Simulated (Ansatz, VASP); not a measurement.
# Pb in VASP and in Ansatz

```xyz
2
Lattice="2.9873 -1.7554 -0.4940 2.9873 1.7554 -0.4940 -3.0707 0.0000 6.3155" Properties=species:S:1:pos:R:3 pbc="T T T"
Pb   -0.7677    0.0000    1.5789
Pb    3.6715    0.0000    3.7486
```

Alike in both runs: functional PBE; dispersion D3(BJ); k mesh 14 × 14 × 8; occupations gaussian, width 0.1 eV; no spin polarisation.

Ansatz relaxed the structure, and its values are those at the end. VASP's run is a single point on that final structure, the one shown.

|  | VASP | Ansatz |
| --- | --- | --- |
| version | VASP 6.6.1 | Ansatz 0.2.0 |
| potentials or method | VASP PAW PBE potentials, release 64 (Pb_d), cutoff 520 eV | scalar-relativistic, plane waves, PAW |
| valence electrons in the cell | 28 | 28 |

|  | VASP | Ansatz | Ansatz less VASP |
| --- | --- | --- | --- |
| gap on the k mesh at the Fermi level (eV) | none | none | - |
| pressure (GPa) | -0.1 | 0.0 | +0.07 |

A gap of «none» marks a metal or a gap that the smearing closes. Ansatz's warnings: relaxed geometry near dispersion switch.

Spin-orbit coupling is off throughout.
